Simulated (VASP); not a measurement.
A run of VASP 6.6.1 is set up as follows.

File INCAR:

```
PREC = Accurate
ENCUT = 500
EDIFF = 1E-6
ISMEAR = 0
SIGMA = 0.1
LREAL = False
LASPH = True
NELM = 300
ALGO = All
ISIF = 2
LWAVE = False
LCHARG = False
GGA = PE
NBANDS = 74
GGA_COMPAT = False
ISEARCH = 1
KPAR = 4
```

Contents of KPOINTS:

```
Automatic mesh
0
Gamma
  6 6 1
```

POSCAR

```
Ir2Rh3
1.0
    2.6671348900      0.0000000000      0.0000000000
   -1.3335674400      2.3098065700      0.0000000000
    0.0000000000      0.0000000000     22.4407341000
Ir Rh
4 6
Direct
    0.3333333300      0.6666666700      0.9000000000
    0.3333333300      0.6666666700      0.1000000000
    0.3333333300      0.6666666700      0.5000000000
    0.6666666700      0.3333333300      0.0000000000
    0.3333333300      0.6666666700      0.3000000000
    0.3333333300      0.6666666700      0.7000000000
    0.6666666700      0.3333333300      0.8000000000
    0.6666666700      0.3333333300      0.2000000000
    0.6666666700      0.3333333300      0.4000000000
    0.6666666700      0.3333333300      0.6000000000
```

Potentials or basis: VASP PAW PBE potentials, release 64 (Ir, Rh_pv).

The run is started by

```console
$ cat potpaw_PBE.64/Ir/POTCAR potpaw_PBE.64/Rh_pv/POTCAR > POTCAR
$ mpirun -np 4 vasp_std > vasp.out
```

Estimate the pressure.

12.2 GPa.

What does it give for the band gap on the k mesh?

Zero (bands 63 and 64 overlap by 2.43 eV).

Estimate the largest force.

0.191 eV/Å.

Stress tensor (GPa, compression positive):
```
18.70  0.00  0.00
 0.00 18.70  0.00
 0.00  0.00 -0.91
```

Caveat: the k points lie up to 0.45 Å⁻¹ apart, too coarse for converged energies and pressures of a metal; spin-orbit coupling is left out, which moves the levels of the heavy elements.
